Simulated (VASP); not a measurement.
A run of VASP 6.6.1 is set up as follows.

The input INCAR:

```
SYSTEM = Mg12H
ALGO = Normal
EDIFF = 1E-6
ENCUT = 520
GGA = PE
ISIF = 2
ISMEAR = 0
LASPH = .True.
LCHARG = .True.
LELF = .True.
LREAL = .False.
LVHAR = .True.
LWAVE = .False.
NBANDS = 24
NELM = 80
PREC = Accurate
SIGMA = 0.05
```

KPOINTS

```
k-points
0
Gamma
  3 2 3
  0 0 0
```

Contents of POSCAR:

```
Mg12H
1.0
    6.4200000000      0.0000000000      0.0000000000
   -4.8150000000      8.3398250000      0.0000000000
    0.0000000000      0.0000000000      5.2130400000
Mg H
12 1
Direct
    0.0006783749     -0.0008383869     -0.0033590765
    0.1685946803      0.2230718270      0.5041235057
    0.0012931197      0.3344512625      0.0020943634
    0.1672736972      0.5551690833      0.5014647883
    0.0011487042      0.6673004529      0.0029992097
    0.1684079672      0.8894563135      0.5017770821
    0.4982875370     -0.0006944990     -0.0042591271
    0.6658872730      0.2231213485      0.5032399521
    0.4982519229      0.3325988255     -0.0016669736
    0.6656262315      0.5551369483      0.4973343769
    0.4994114456      0.6670823429     -0.0015643463
    0.6656388265      0.8879776254      0.4975977549
    0.3366399144      0.1143267395      0.2482637770
```

Potentials or basis: VASP PAW PBE potentials, release 64 (Mg, H).

Launch:

```bash
$ cat potpaw_PBE.64/Mg/POTCAR potpaw_PBE.64/H/POTCAR > POTCAR
$ mpirun -np 1 vasp_std > vasp.out
```

What does it give for the largest force?

0.021 eV/Å.

Predict the band gap on the k mesh.

zero (an odd number of electrons rules out a gap without spin polarisation).

Predict the pressure.

-0.6 GPa.

Forces in eV/Å, atoms in the order of the input:
```
Mg  -0.001 -0.005  0.007
Mg  -0.006  0.002 -0.002
Mg   0.002  0.011  0.003
Mg   0.007 -0.005  0.002
Mg   0.006  0.006  0.019
Mg   0.000  0.010 -0.015
Mg   0.006 -0.001  0.003
Mg   0.003  0.007 -0.006
Mg   0.000 -0.003  0.011
Mg  -0.006 -0.005 -0.018
Mg  -0.007  0.005 -0.002
Mg  -0.001 -0.011 -0.004
H   -0.002 -0.011  0.004
```

Caveat: the k points lie up to 0.40 Å⁻¹ apart, too coarse for converged energies and pressures of a metal.
